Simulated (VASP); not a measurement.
K:

```xyz
1
Lattice="4.5250 0.0000 0.0000 -1.5083 4.2662 0.0000 -1.5083 -2.1331 3.6946" Properties=species:S:1:pos:R:3 pbc="T T T"
K     0.0000    0.0000    0.0000
```

- Program: VASP 6.6.1
- Task: relaxation of volume and atoms at fixed shape
- Functional: LDA
- Potentials or basis: VASP PAW LDA potentials, release 64 (K_sv)
- Cutoff: 600 eV
- k mesh: 7 × 7 × 7
- Occupations: fermi-dirac, width 0.02 eV
- Spin: no spin polarisation

At the start: pressure -0.4 GPa; volume 71.32 Å³/atom.

Question: Where does the relaxation end?

Answer: Over 5 steps the energy falls by 10.0 meV/atom and the volume is 64.02 Å³/atom (-10.2 %); space group Im-3m (No. 229, to 0.05 Å).

The path:
```
step  energy change (eV)  largest force (eV/Å)  pressure (GPa)  volume (Å³)
   1              0.0000                0.0000           -0.40        71.32
   2             -0.0041                0.0000           -0.32        69.51
   3             -0.0089                0.0000           -0.16        66.29
   4             -0.0065                0.0000            0.30        60.14
   5             -0.0100                0.0000           -0.01        64.02
```

Final structure:
```yaml
crystal:
  lattice:
    - [4.36503, 0.00000, 0.00000]
    - [-1.45501, 4.11539, 0.00000]
    - [-1.45501, -2.05770, 3.56403]
  atoms:
    - { symbol: K, position: [0.00000, 0.00000, 0.00000] }
```

Caveat: the volume moved by -10 % from the deposited cell, more than functionals usually miss.
